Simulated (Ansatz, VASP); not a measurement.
Al3Ru: VASP beside Ansatz

INCAR

```
SYSTEM = Al3Ru
PREC = Accurate ; ENCUT = 600
EDIFF = 1E-6 ; ISMEAR = 0
SIGMA = 0.1 ; LREAL = .False.
LASPH = .True. ; NELM = 60
ALGO = Fast ; ISIF = 3
LWAVE = .False. ; LCHARG = .False.
GGA = PE ; IBRION = 2
NSW = 100 ; EDIFFG = -0.01
```

The input KPOINTS:

```
Automatic mesh
0
Gamma
  18 18 6
  0 0 0
```

The input POSCAR:

```
Al3Ru
1.0
    2.7379011092      0.0000000000      0.0000000000
   -1.3689505546      2.3710919136      0.0000000000
    0.0000000000      0.0000000000     10.4812850275
Al Ru
3 1
Direct
    0.0000000000      0.0000000000      0.2383564181
    0.0000000000      0.0000000000      0.7616435819
    0.0000000000      0.0000000000      0.5000000000
    0.0000000000      0.0000000000      0.0000000000
```

Input for Ansatz:

```yaml
crystal:
  lattice:
    - [2.7379011092, 0.0, 0.0]
    - [-1.3689505546, 2.3710919136, 0.0]
    - [0.0, 0.0, 10.4812850275]
  atoms:
    - { symbol: Al, position: [0.0, 0.0, 0.2383564181] }
    - { symbol: Al, position: [0.0, 0.0, 0.7616435819] }
    - { symbol: Al, position: [0.0, 0.0, 0.5] }
    - { symbol: Ru, position: [0.0, 0.0, 0.0] }
basis:
  ecutwfc: 420
kpoints:
  mp_grid: { grid: [18, 18, 6] }
hamiltonian:
  xc: pbe
scf:
  occupations: { method: gaussian, width: 0.1 }
output:
  forces: true
  stress: true
  eigenvalues: true
  write_density: true
  write_potential: true
  elf: true
  volumetric_format: npy
relax:
  adjacent_minimum: "off"
  f_tol: 0.01
  max_steps: 80
  cell: { stress_tol: 0.05 }
```

Alike in both runs: task relaxation of cell and atoms; functional PBE; k mesh 18 × 18 × 6; occupations gaussian, width 0.1 eV; no spin polarisation.

```csv
,VASP,Ansatz
version,VASP 6.6.1,Ansatz 0.2.0
potentials or method,"VASP PAW PBE potentials, release 64 (Al, Ru_pv), cutoff 600 eV","scalar-relativistic, plane waves, PAW"
valence electrons in the cell,23,25
```

Ansatz gave:

* gap on the k mesh at the Fermi level, each at its own relaxed structure (eV): none
* relaxed volume (Å³/atom): 17.12
* relaxed cell length with the largest relative difference (Å): 2.720

Problem. Estimate VASP's values.

Solution. gap on the k mesh at the Fermi level, each at its own relaxed structure (eV): none; relaxed volume (Å³/atom): 17.11; relaxed cell length with the largest relative difference (Å): 2.719.

A gap of «none» marks a metal or a gap that the smearing closes. VASP's potentials hold 23 valence electrons a cell and Ansatz's 25, so a difference there can come from the potentials and not from the codes.
